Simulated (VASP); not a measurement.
Runs of VASP 6.6.1 on BAs. The structure is that of space group F-43m (No. 216), or close to it. The cells are those of the table. 

```tsv
task	level	potentials or basis	cell	cutoff (eV)	gap on the mesh (eV)	pressure (GPa)
single point	LDA	VASP PAW LDA potentials, release 64 (B, As)	a = 3.346 Å, angles 60.0°, 2 atoms	520	1.11	(b)
relaxation of cell and atoms	LDA	VASP PAW LDA potentials, release 64 (B, As)	relaxed from a = 3.378 Å, angles 60.0°, 2 atoms	600	1.12	0.0
single point	PBE+D3(BJ)	VASP PAW PBE potentials, release 64 (B, As)	a = 3.369 Å, angles 60.0°, 2 atoms	520	1.18	0.7
single point	r2SCAN	VASP PAW PBE potentials, release 64 (B, As)	a = 3.383 Å, angles 60.0°, 2 atoms	520	(c)	0.2
single point	PBEsol	VASP PAW PBE potentials, release 64 (B, As)	a = 3.371 Å, angles 60.0°, 2 atoms	520	1.09	(a)
```

Alike in all rows: no spin polarisation; k mesh 8 × 8 × 8; smearing gaussian 0.01 eV.

Question: Estimate the missing entries.

Answer: (a) 0.9; (b) 1.0; (c) 1.39.

Caveats: the PAW data sets were made with another functional, which shifts forces and pressure a little (some runs).

A k mesh can miss the band edges, and the runs leave out spin-orbit coupling on As.
